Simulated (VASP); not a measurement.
# Ti (Im-3m) in VASP: a series of runs

Ti is run at these levels: PBEsol; tasks: single point.

Program: VASP 6.6.1. These are calculated values, not measurements. Logs are shortened: lines on timing, memory, paths and dates and some standing lists are left out, and cuts for length are marked.

## Step 1: The cell of the first run

Symmetry: Im-3m, No. 229, cubic system. The conventional cell has a = 3.145 Å, b = 3.145 Å, c = 3.145 Å, α = 90.00°, β = 90.00°, γ = 90.00°. Within 3.6 Å of Ti (site symmetry m-3m) lie 14 Ti at 2.72 to 3.15 Å.

## Step 2: Single point, PBEsol

Contents of INCAR:

```
SYSTEM = Ti
PREC = Accurate ; ENCUT = 520
EDIFF = 1E-6 ; ISMEAR = 1
SIGMA = 0.1 ; LREAL = .FALSE.
LASPH = .TRUE. ; NELM = 80
ALGO = Normal ; ISIF = 2
LWAVE = .FALSE. ; LCHARG = .FALSE.
GGA = PS ; NBANDS = 12
```

Contents of KPOINTS:

```
Automatic mesh
0
G
  12 12 12
  0 0 0
```

Contents of POSCAR:

```
Ti
1.0
   -1.5725439971      1.5725439971      1.5725439971
    1.5725439971     -1.5725439971      1.5725439971
    1.5725439971      1.5725439971     -1.5725439971
Ti
1
Direct
    0.0000000000      0.0000000000      0.0000000000
```

Potentials or basis: VASP PAW PBE potentials, release 64 (Ti_sv).

On the command line:

```console
$ cat potpaw_PBE.64/Ti_sv/POTCAR > POTCAR
$ mpirun -np 1 vasp_std > vasp.out
```

OUTCAR:

```text
SYSTEM = Ti
   PREC = Accurate
   ENCUT = 520
   EDIFF = 1E-6
   ISMEAR = 1
   LREAL = .FALSE.
   LASPH = .TRUE.
   NELM = 80
   ISIF = 2
   GGA = PS

 ion  position               nearest neighbor table
   1  0.000  0.000  0.000-

  LATTYP: Found a body centered cubic cell.
 ALAT       =     3.1450879942

  Lattice vectors:

 A1 = (  -1.5725439971,   1.5725439971,   1.5725439971)
 A2 = (   1.5725439971,  -1.5725439971,   1.5725439971)
 A3 = (   1.5725439971,   1.5725439971,  -1.5725439971)

Analysis of symmetry for initial positions (statically):
=====================================================================
 Subroutine PRICEL returns:
 Original cell was already a primitive cell.

 Routine SETGRP: Setting up the symmetry group for a
 body centered cubic supercell.

 Subroutine GETGRP returns: Found 48 space group operations
 (whereof 48 operations were pure point group operations)
 out of a pool of 48 trial point group operations.

The static configuration has the point symmetry O_h .

Analysis of symmetry for dynamics (positions and initial velocities):
=====================================================================
 Subroutine PRICEL returns:
 Original cell was already a primitive cell.

 Routine SETGRP: Setting up the symmetry group for a
 body centered cubic supercell.

 Subroutine GETGRP returns: Found 48 space group operations
 (whereof 48 operations were pure point group operations)
 out of a pool of 48 trial point group operations.

The dynamic configuration has the point symmetry O_h .

 Subroutine INISYM returns: Found 48 space group operations
 (whereof 48 operations are pure point group operations),
 and found     1 'primitive' translations

----------------------------------------------------------------------------------------

                                     Primitive cell

  volume of cell :      15.5549

  direct lattice vectors                    reciprocal lattice vectors
    -1.572543997  1.572543997  1.572543997     0.000000000  0.317956128  0.317956128
     1.572543997 -1.572543997  1.572543997     0.317956128  0.000000000  0.317956128
     1.572543997  1.572543997 -1.572543997     0.317956128  0.317956128  0.000000000

  length of vectors
     2.723726100  2.723726100  2.723726100     0.449657868  0.449657868  0.449657868

  position of ions in fractional coordinates (direct lattice)
     0.000000000  0.000000000  0.000000000

  ion indices of the primitive-cell ions
   primitive index   ion index
                 1           1

----------------------------------------------------------------------------------------

 KPOINTS: Automatic mesh

Automatic generation of k-mesh.
 Grid dimensions read from file:
 generate k-points for:   12   12   12

 Generating k-lattice:

  Cartesian coordinates                     Fractional coordinates (reciprocal lattice)
     0.000000000  0.026496344  0.026496344     0.083333333  0.000000000  0.000000000
     0.026496344  0.000000000  0.026496344     0.000000000  0.083333333  0.000000000
     0.026496344  0.026496344  0.000000000     0.000000000  0.000000000  0.083333333

  Length of vectors
     0.037471489  0.037471489  0.037471489

  Shift w.r.t. Gamma in fractional coordinates (k-lattice)
     0.000000000  0.000000000  0.000000000

 Subroutine IBZKPT returns following result:
 ===========================================

 Found     72 irreducible k-points:

 Following reciprocal coordinates:
            Coordinates               Weight
  0.000000  0.000000  0.000000      1.000000
  0.083333  0.000000  0.000000     12.000000
  0.166667  0.000000  0.000000     12.000000
  0.250000  0.000000  0.000000     12.000000
  0.333333  0.000000  0.000000     12.000000
  0.416667  0.000000  0.000000     12.000000
[... 16 lines left out ...]
  0.333333  0.083333  0.083333     24.000000
  0.416667  0.083333  0.083333     12.000000
 [... further k-points ...]
   k-points           NKPTS =     72   k-points in BZ     NKDIM =     72   number of bands    NBANDS=     12
   number of dos      NEDOS =    301   number of ions     NIONS =      1
   total plane-waves  NPLWV =   8000
   dimension x,y,z NGX =    20 NGY =   20 NGZ =   20
   dimension x,y,z NGXF=    40 NGYF=   40 NGZF=   40
   ions per type =               1
   NGX,Y,Z   is equivalent  to a cutoff of  12.21, 12.21, 12.21 a.u.
   NGXF,Y,Z  is equivalent  to a cutoff of  24.41, 24.41, 24.41 a.u.
 SYSTEM =  Ti
   PREC   = accura    normal or accurate (medium, high low for compatibility)
   ISTART =      0    job   : 0-new  1-cont  2-samecut
   ICHARG =      2    charge: 1-file 2-atom 10-const
   ISPIN  =      1    spin polarized calculation?
   LNONCOLLINEAR =      F non collinear calculations
   LSORBIT =      F    spin-orbit coupling
   LASPH  =      T    aspherical Exc in radial PAW
   ENCUT  =  520.0 eV  38.22 Ry    6.18 a.u.   5.06  5.06  5.06*2*pi/ulx,y,z
   NELM   =     80;   NELMIN=  2; NELMDL= -5     # of ELM steps
   EDIFF  = 0.1E-05   stopping-criterion for ELM
   LREAL  =      F    real-space projection
   EDIFFG = 0.1E-04   stopping-criterion for IOM
   NSW    =      0    number of steps for IOM
   IBRION =     -1    ionic relax: 0-MD 1-quasi-New 2-CG
   NFREE  =      0    steps in history (QN), initial steepest desc. (CG)
   ISIF   =      2    stress and relaxation
   ISYM   =      2    0-nonsym 1-usesym 2-fastsym
   POTIM  = 0.5000    time-step for ionic-motion
   TEBEG  =    0.0;   TEEND  =   0.0 temperature during run
   PSTRESS=    0.0 pullay stress
   NELECT =      12.0000    total number of electrons
   NUPDOWN=      -1.0000    fix difference up-down
   EMIN   =  10.00;   EMAX   =-10.00  energy-range for DOS
   EFERMI =   0.00;   METHOD = LEGACY
   ISMEAR =     1;   SIGMA  =   0.10  broadening in eV -4-tet -1-fermi 0-gaus
   EFERMI_NEDOS =   21; number of points for ismear=-14 and -15
   IALGO  =     38    algorithm
   IMIX   =      4    mixing-type and parameters
     AMIX     =   0.40;   BMIX     =  1.00
     AMIX_MAG =   1.60;   BMIX_MAG =  1.00
  volume/ion in A,a.u.               =      15.55       104.97
  Fermi-wavevector in a.u.,A,eV,Ry     =   1.501455  2.837339 30.672544  2.254368
  Thomas-Fermi vector in A             =   2.612824
   LORBIT       =      0    0 simple, 1 ext, 2 COOP (PROOUT), +10 PAW based schemes
   GGA     = PS    functional components
   LHFCALC =     F    Hartree Fock is set to
   AEXX    =    0.0000 exact exchange contribution
   IVDW    =     0    specifies the selected vdW correction
   LEPSILON=     F    determine dielectric tensor
   LRPA    =     F    only Hartree local field effects (RPA)
 non-spin polarized calculation
 Methfessel and Paxton  Order N= 1 SIGMA  =   0.10
  energy-cutoff  :      520.00
  volume of cell :       15.55
 maximum number of plane-waves:       430
   NGX = 11   NGY = 11   NGZ = 11

 number of electron      11.9999994 magnetization

 Free energy of the ion-electron system (eV)
  ---------------------------------------------------
  ext. energy  EPLUGINS =         0.00000000
  ---------------------------------------------------
  free energy    TOTEN  =        -8.21725291 eV

  energy without entropy =       -8.21525144  energy(sigma->0) =       -8.21658575

 E-fermi :   9.1348     XC(G=0): -12.1689

 val. band max:        9.1320609946   @ k =   0.2500   0.0833  -0.0000
 cond. band min:       9.1496876847   @ k =   0.1667   0.0833   0.0833
 fundamental gap:      0.0176266901
 Fermi energy:         9.1347966460

 k-point     1 :       0.0000    0.0000    0.0000
  band No.  band energies     occupation
      1     -46.9526      2.00000
      2     -22.7463      2.00000
      3     -22.7463      2.00000
      4     -22.7463      2.00000
      5       2.9771      2.00000
      6      10.2190     -0.00000
      7      10.2190     -0.00000
      8      10.2191     -0.00000
      9      12.2468      0.00000
     10      12.2468      0.00000
     11      27.3605      0.00000
     12      27.3605      0.00000

 k-point     2 :       0.0833    0.0000    0.0000
  band No.  band energies     occupation
      1     -46.9389      2.00000
      2     -22.8145      2.00000
      3     -22.7667      2.00000
      4     -22.7469      2.00000
      5       3.2405      2.00000
      6      10.0925     -0.00000
      7      10.1798     -0.00000
      8      10.4194     -0.00000
      9      12.1017      0.00000
     10      12.2542      0.00000
     11      27.1085      0.00000
     12      27.3591      0.00000

 k-point     3 :       0.1667    0.0000    0.0000
  band No.  band energies     occupation
      1     -46.9013      2.00000
      2     -22.9983      2.00000
      3     -22.8221      2.00000
      4     -22.7485      2.00000
      5       3.9790      2.00000
      6       9.7637     -0.00000
      7       9.9775     -0.00000
      8      10.9944     -0.00000
      9      11.8908      0.00000
     10      12.2879      0.00000
     11      26.1181      0.00000
     12      26.9704      0.00000
[... 286 lines left out ...]
 k-point    23 :       0.3333    0.0833    0.0833
  band No.  band energies     occupation
      1     -46.7527      2.00000
      2     -23.6064      2.00000
      3     -23.0603      2.00000
      4     -22.8158      2.00000
      5       6.8141      2.00000
      6       8.5788      2.00000
      7       9.6194     -0.00000
      8      12.3225      0.00000
      9      12.6329      0.00000
     10      14.6120      0.00000
     11      20.0007      0.00000
     12      23.1758      0.00000

 k-point    24 :       0.4167    0.0833    0.0833
  band No.  band energies     occupation
      1     -46.7401      2.00000
      2     -23.6488      2.00000
      3     -23.0905      2.00000
      4     -22.8178      2.00000
      5       6.8534      2.00000
      6       8.5022      2.00000
      7      10.0333     -0.00000
      8      12.3672      0.00000
      9      12.6793      0.00000
     10      15.0653      0.00000
     11      19.0851      0.00000
     12      22.8944      0.00000

 [... further k-points ...]
[... 5 lines left out ...]
  --------------------------------------------------------------------------------------
  -------------------------------------------------------------------------------------
  Total        0.7156945      0.7156945      0.7156945      0.0000000      0.0000000     -0.0000000
  in kB       73.7173790     73.7173790     73.7173790      0.0000000      0.0000000     -0.0000000
  external PRESSURE =      73.7173790 kB  Pullay stress =       0.0000000 kB

 VOLUME and BASIS-vectors are now :
 -----------------------------------------------------------------------------
  energy-cutoff  :      520.00
  volume of cell :       15.55
      direct lattice vectors                 reciprocal lattice vectors
    -1.572543997  1.572543997  1.572543997     0.000000000  0.317956128  0.317956128
     1.572543997 -1.572543997  1.572543997     0.317956128  0.000000000  0.317956128
     1.572543997  1.572543997 -1.572543997     0.317956128  0.317956128  0.000000000

 POSITION                                       TOTAL-FORCE (eV/Angst)
 -----------------------------------------------------------------------------------
      0.00000      0.00000      0.00000        -0.000000      0.000000     -0.000000
 -----------------------------------------------------------------------------------
    total drift:                                0.000000     -0.000000      0.000000

  FREE ENERGIE OF THE ION-ELECTRON SYSTEM (eV)
  ---------------------------------------------------
  free  energy   TOTEN  =        -8.2172529120 eV

  energy  without entropy=       -8.2152514373  energy(sigma->0) =       -8.21658575
```

Wall time 10 s (1 thread of Intel Xeon 6975P-C, shared host); peak memory 0.13 GiB.

Results:

```yaml
Free_energy: -8.2173 eV
Pressure: 7.4 GPa
Band_gap_on_the_k_mesh: zero (band 6 reaches 10.22 eV, above the bottom of band 7 at 8.50 eV)
```

Caveat: the PAW data sets were made with another functional, which shifts forces and pressure a little.

## Step 3: Single point, PBEsol

This run uses another cell than the first one, of 16.26 Å³/atom, 1.045 times its volume.

Contents of INCAR:

```
SYSTEM = Ti
PREC = Accurate ; ENCUT = 520
EDIFF = 1E-7 ; ISMEAR = 1
SIGMA = 0.1 ; LREAL = .FALSE.
LASPH = .TRUE. ; NELM = 100
ALGO = Normal ; ISIF = 2
LWAVE = .FALSE. ; LCHARG = .TRUE.
GGA = PS ; LELF = .TRUE.
LVHAR = .TRUE. ; NBANDS = 12
```

KPOINTS is that of step 2.

Contents of POSCAR:

```
Ti
1.0
   -1.5960182638      1.5960182638      1.5960182638
    1.5960182638     -1.5960182638      1.5960182638
    1.5960182638      1.5960182638     -1.5960182638
Ti
1
Direct
    0.0000000000      0.0000000000      0.0000000000
```

Potentials or basis: VASP PAW PBE potentials, release 64 (Ti_sv).

On the command line:

```console
$ cat potpaw_PBE.64/Ti_sv/POTCAR > POTCAR
$ mpirun -np 1 vasp_std > vasp.out
```

Run time: 13 s. Hardware: 1 thread of Intel Xeon 6975P-C, shared host; peak memory 0.15 GiB.

Results (log left out):

```
Free energy            : -8.2367 eV
Pressure               : 1.5 GPa
Band gap on the k mesh : zero (band 6 reaches 9.70 eV, above the bottom of band 7 at 8.02 eV)
```

Levels at points of the mesh, in eV from the Fermi level:
| k point | band 2 | band 3 | band 4 | band 5 | band 6 | band 7 | band 8 | band 9 | band 10 | band 11 |
| --- | --- | --- | --- | --- | --- | --- | --- | --- | --- | --- |
| (0.00, 0.00, 0.00) | -32.04 | -32.04 | -32.04 | -6.10 | 1.03 | 1.03 | 1.03 | 2.96 | 2.96 | 17.88 |
| (0.50, 0.00, 0.00) | -32.88 | -32.30 | -32.05 | -2.63 | -0.48 | 1.36 | 2.96 | 3.34 | 4.65 | 9.52 |
| (0.50, 0.50, 0.50) | -32.61 | -32.61 | -32.61 | -2.34 | -2.34 | 4.26 | 4.26 | 4.26 | 8.90 | 8.90 |

Caveat: the PAW data sets were made with another functional, which shifts forces and pressure a little.

## Step 4: Single point, PBEsol

This run uses another cell than the first one, of 16.97 Å³/atom, 1.091 times its volume.

Contents of INCAR:

```
  PREC = Accurate
  ENCUT = 520
  EDIFF = 1E-7
  ISMEAR = 1
  SIGMA = 0.1
  LREAL = F
  LASPH = T
  NELM = 100
  ALGO = Normal
  ISIF = 2
  LWAVE = F
  LCHARG = F
  GGA = PS
  NBANDS = 12
```

Contents of KPOINTS:

```
regular mesh
0
Gamma
  12 12 12
```

Contents of POSCAR:

```
Ti
1.0
   -1.6188216056      1.6188216056      1.6188216056
    1.6188216056     -1.6188216056      1.6188216056
    1.6188216056      1.6188216056     -1.6188216056
Ti
1
Direct
    0.0000000000      0.0000000000      0.0000000000
```

On the command line:

```console
$ cat potpaw_PBE.64/Ti_sv/POTCAR > POTCAR
$ mpirun -np 1 vasp_std > vasp.out
```

Run time: 15 s. Hardware: 1 thread of Intel Xeon 6975P-C, shared host; peak memory 0.14 GiB.

Results (log left out):

- Free energy: -8.2324 eV
- Pressure: -3.4 GPa
- Band gap on the k mesh: zero (band 6 reaches 9.21 eV, above the bottom of band 7 at 7.59 eV)

Levels at points of the mesh, in eV from the Fermi level:
| k point | band 4 | band 5 | band 6 | band 7 | band 8 | band 9 |
| --- | --- | --- | --- | --- | --- | --- |
| (0.00, 0.00, 0.00) | -32.19 | -6.03 | 0.98 | 0.98 | 0.98 | 2.81 |
| (0.50, 0.00, 0.00) | -32.20 | -2.54 | -0.45 | 1.20 | 2.80 | 3.16 |
| (0.50, 0.50, 0.50) | -32.69 | -2.21 | -2.21 | 4.03 | 4.03 | 4.03 |

Caveat: the PAW data sets were made with another functional, which shifts forces and pressure a little.

## Step 5: Overview

```tsv
cell	gap on the mesh (eV)	pressure (GPa)
a = 2.724 Å, angles 109.5°, 1 atom	none	7.4
a = 2.764 Å, angles 109.5°, 1 atom	none	1.5
a = 2.804 Å, angles 109.5°, 1 atom	none	-3.4
```

Alike in all rows: task single point; level PBEsol; potentials or basis VASP PAW PBE potentials, release 64 (Ti_sv); no spin polarisation; k mesh 12 × 12 × 12; cutoff (eV) 520; smearing methfessel-paxton 0.1 eV.

Caveats: the PAW data sets were made with another functional, which shifts forces and pressure a little.

Absolute energies hang on the potentials; compare differences alone.
